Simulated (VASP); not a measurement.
A run of VASP 6.6.1:

INCAR

```
ALGO = Normal
EDIFF = 1E-6
ENCUT = 520
GGA = PE
ISIF = 2
ISMEAR = -1
ISYM = 0
LASPH = True
LCHARG = False
LREAL = Auto
LWAVE = False
NBANDS = 90
NELM = 80
PREC = Accurate
SIGMA = 0.0664
```

The input KPOINTS:

```
Automatic mesh
0
Gamma
  1 1 1
  0.25 0.25 0.25
```

File POSCAR:

```
ZrAl2
1.0
    7.7016390000      0.1689720000     -0.1318520000
    0.1689720000      7.7666440000      0.1814760000
   -0.1318520000      0.1814760000      7.7043200000
Al Zr
16 8
Direct
    0.4251485396      0.2926069206      0.0896152486
    0.1503420348      0.1424531862      0.3860136993
    0.7705689498      0.2513844451      0.1800564896
    0.3889380229      0.7958575077      0.5993984179
    0.6689241739      0.3519446338      0.8340434309
    0.9574441186     -0.0091077780      0.1427054906
    0.6400254519      0.8072453626      0.3432093912
    0.8487335849      0.5428646932      0.3705337145
    0.2239906319      0.4894255607      0.2304038020
    0.6859643075      0.0235660609      0.6379688397
    0.9180322922      0.2585330688      0.6300940053
    0.1653396730      0.5468137950      0.5546802036
    0.0686709400      0.3334841349      0.9636810301
    0.4734623527      0.0938055359      0.3665824505
    0.0114872782      0.8352128122      0.4444411110
    0.5822449310      0.5829103986      0.1156205754
    0.0719367667      0.9285612268      0.7968999768
    0.7815698537      0.6646414805      0.6944048366
    0.5103954468      0.4398265021      0.4655359209
    0.3243373783      0.1941371711      0.7246014307
    0.3086166427      0.8451818672      0.1863152747
    0.3225512728      0.5843599745      0.8680485390
    0.6093887862      0.9703763351      0.9686229433
    0.9329510888      0.6442013659      0.0406704784
```

Potentials or basis: VASP PAW PBE potentials, release 64 (Al, Zr_sv).

The run is started by

```sh
$ cat potpaw_PBE.64/Al/POTCAR potpaw_PBE.64/Zr_sv/POTCAR > POTCAR
$ mpirun -np 1 vasp_std > vasp.out
```

Hardware: 1 thread of Intel(R) Xeon(R) Platinum 8488C (Sapphire Rapids), on a shared host.

Question: Estimate the wall time of this run.

Answer: Wall time 110 s on 1 thread of Intel(R) Xeon(R) Platinum 8488C (Sapphire Rapids) (shared host), peak memory 0.46 GiB. Counts: scf iterations 17, k points 1.
